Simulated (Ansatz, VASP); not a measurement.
**In6O in VASP and in Ansatz**

The input INCAR:

```
SYSTEM = In6O
PREC = Accurate
ENCUT = 600
EDIFF = 1E-6
ISMEAR = 0
SIGMA = 0.1
LREAL = .FALSE.
LASPH = .TRUE.
NELM = 120
ALGO = Normal
ISIF = 2
LWAVE = .FALSE.
LCHARG = .FALSE.
GGA = PE
NBANDS = 51
GGA_COMPAT = .FALSE.
```

KPOINTS

```
Automatic mesh
0
G
  6 6 1
  0 0 0
```

File POSCAR:

```
In6O
1.0
    3.3921397988      0.0000000000      0.0000000000
   -1.6960698994      2.9376792389      0.0000000000
    0.0000000000      0.0000000000     16.9632090792
In O
6 1
Direct
    0.6666666667      0.3333333333      0.9103703950
    0.3333333333      0.6666666667      0.0896296050
    0.0000000000      0.0000000000      0.7390185663
    0.6666666667      0.3333333333      0.4217620213
    0.3333333333      0.6666666667      0.5782379787
    0.0000000000      0.0000000000      0.2609814337
    0.0000000000      0.0000000000      0.0000000000
```

Input for Ansatz:

```yaml
crystal:
  lattice:
    - [3.3921397998, 0.0, 0.0]
    - [-1.6960698999, 2.9376792398, 0.0]
    - [0.0, 0.0, 16.9632090662]
  atoms:
    - { symbol: In, position: [0.6666666667, 0.3333333333, 0.9103703949] }
    - { symbol: In, position: [0.3333333333, 0.6666666667, 0.0896296051] }
    - { symbol: In, position: [0.0, 0.0, 0.7390185674] }
    - { symbol: In, position: [0.6666666667, 0.3333333333, 0.4217620203] }
    - { symbol: In, position: [0.3333333333, 0.6666666667, 0.5782379797] }
    - { symbol: In, position: [0.0, 0.0, 0.2609814326] }
    - { symbol: O, position: [0.0, 0.0, 0.0] }
basis:
  ecutwfc: 420
kpoints:
  mp_grid: { grid: [6, 6, 1] }
hamiltonian:
  xc: pbe
scf:
  occupations: { method: gaussian, width: 0.1 }
  lower_state_search: "off"
output:
  forces: true
  stress: true
  eigenvalues: true
```

Alike in both runs: task single point; functional PBE; k mesh 6 × 6 × 1; occupations gaussian, width 0.1 eV; no spin polarisation.

```csv
,VASP,Ansatz
version,VASP 6.6.1,Ansatz 0.2.0
potentials or method,"VASP PAW PBE potentials, release 64 (In_d, O), cutoff 600 eV","scalar-relativistic, plane waves, PAW"
valence electrons in the cell,84,84
```

|  | VASP | Ansatz | Ansatz less VASP |
| --- | --- | --- | --- |
| gap on the k mesh at the Fermi level (eV) | none | none | - |
| pressure (GPa) | -0.1 | -0.1 | +0.03 |
| traceless stress, the component that is largest in VASP (GPa) | 0.20 | 0.19 | -0.010 |
| rms of the force components (eV/Å) | 0.012 | 0.009 | -0.0028 |

Atom by atom the forces differ by 0.005 eV/Å (rms over components). A gap of «none» marks a metal or a gap that the smearing closes.

The k mesh is coarse, so the values compare programs but aren't converged.
